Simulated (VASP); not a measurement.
Set up this calculation in VASP 6.6.1, as the native input.

- Task: single point
- Functional: PBE
- Potentials or basis: VASP PAW PBE potentials, release 64 (Mg)
- Cutoff: 520 eV
- k mesh: 18 × 18 × 18
- Occupations: gaussian, width 0.15 eV
- Spin: no spin polarisation
- Dipole correction: no
- Further INCAR settings: ALGO = Fast; EDIFF = 1e-06; NBANDS = 7

The structure of Mg lies in POSCAR:

```
Mg
1.0
   -1.7499000000      1.7499000000      1.8412500000
    1.7499000000     -1.7499000000      1.8412500000
    1.7499000000      1.7499000000     -1.8412500000
Mg
1
Direct
    0.0000000000      0.0000000000      0.0000000000
```

The input as run:

INCAR

```
SYSTEM = Mg
ALGO     = Fast           ! electronic algorithm
EDIFF    = 1E-6           ! SCF threshold, eV
ENCUT    = 520            ! plane-wave cutoff, eV
GGA      = PE             ! functional
ISIF     = 2              ! what is computed and relaxed
ISMEAR   = 0              ! smearing method
LASPH    = .True.         ! aspherical terms in the spheres
LCHARG   = .False.        ! write CHGCAR
LREAL    = .False.        ! projectors in reciprocal space
LWAVE    = .False.        ! write WAVECAR
NBANDS   = 7              ! bands
NELM     = 100            ! most SCF steps
PREC     = Accurate       ! precision mode
SIGMA    = 0.15           ! smearing width, eV
```

KPOINTS

```
k-points
0
Gamma
  18 18 18
  0 0 0
```

Potentials or basis: VASP PAW PBE potentials, release 64 (Mg).

The run is started by

```bash
$ cat potpaw_PBE.64/Mg/POTCAR > POTCAR
$ mpirun -np 1 vasp_std > vasp.out
```

Results of the run:

```
Pressure               : 0.5 GPa
Band gap on the k mesh : zero (band 1 reaches 5.88 eV, above the bottom of band 2 at 1.72 eV)
```

It took 13 s on 1 thread of Intel(R) Xeon(R) 6975P-C (Granite Rapids), with other jobs on the host, peak memory 0.2 GiB.
